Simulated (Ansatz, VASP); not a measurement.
**One calculation of Sb, two programs**

```
CELL_PARAMETERS angstrom
-1.89628 1.89628 1.89628
1.89628 -1.89628 1.89628
1.89628 1.89628 -1.89628
ATOMIC_POSITIONS crystal
Sb 0.00000 0.00000 0.00000
```

Alike in both runs: functional PBE; k mesh 16 × 16 × 16; occupations fermi-dirac, width 0.1 eV; no spin polarisation.

Ansatz relaxed the structure, and its values are those at the end. VASP's run is a single point on that final structure, the one shown.

|  | VASP | Ansatz |
| --- | --- | --- |
| version | VASP 6.6.1 | Ansatz 0.2.0 |
| potentials or method | VASP PAW PBE potentials, release 64 (Sb) | PAW with Ansatz's default frozen-core files, scalar-relativistic |
| plane-wave cutoff (eV) | 500 | 420 |
| valence electrons in the cell | 5 | 15 |

|  | VASP | Ansatz | Ansatz less VASP |
| --- | --- | --- | --- |
| pressure (GPa) | -0.1 | 0.0 | +0.13 |

VASP's potentials hold 5 valence electrons a cell and Ansatz's 15, so a difference there can come from the potentials and not from the codes.

Neither program's run includes spin-orbit coupling.
